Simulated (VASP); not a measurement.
# W: single point with PBE

The system is W, a slab with vacuum.

```
W
1.0
     2.75703    0.00000    0.00000
    -0.91901    2.59936    0.00000
     0.00000    0.00000   24.00444
W
5
Cartesian
  0.9190 1.2997 7.5782
  0.0000 0.0000 9.7463
  0.9190 1.2997 12.0022
  0.0000 0.0000 14.2582
  0.9190 1.2997 16.4263
```

| Quantity | Value |
| --- | --- |
| Program | VASP 6.6.1 |
| Task | single point |
| Functional | PBE |
| Potentials or basis | VASP PAW PBE potentials, release 64 (W_sv) |
| Cutoff | 520 eV |
| k mesh | 13 × 13 × 1 |
| Occupations | gaussian, width 0.1 eV |
| Spin | no spin polarisation |

| Quantity | Value |
| --- | --- |
| Largest force | 0.053 eV/Å |
| Band gap on the k mesh | zero (band 35 reaches 3.92 eV, above the bottom of band 36 at 2.04 eV) |

Forces in eV/Å, atoms in the order of the input:
```
W    0.000  0.000 -0.053
W    0.000  0.000  0.006
W    0.000  0.000  0.000
W    0.000  0.000 -0.006
W    0.000  0.000  0.053
```

Levels at points of the mesh, in eV from the Fermi level:
| k point | band 31 | band 32 | band 33 | band 34 | band 35 | band 36 | band 37 | band 38 | band 39 | band 40 |
| --- | --- | --- | --- | --- | --- | --- | --- | --- | --- | --- |
| (0.00, 0.00, 0.00) | -1.42 | -1.25 | -1.17 | -1.13 | -0.96 | -0.05 | -0.02 | 0.70 | 1.63 | 1.78 |

It took 22 min on 1 thread of AMD EPYC 7571 (shared host), peak memory 0.43 GiB.

Caveat: spin-orbit coupling is left out, which moves the levels of the heavy elements.
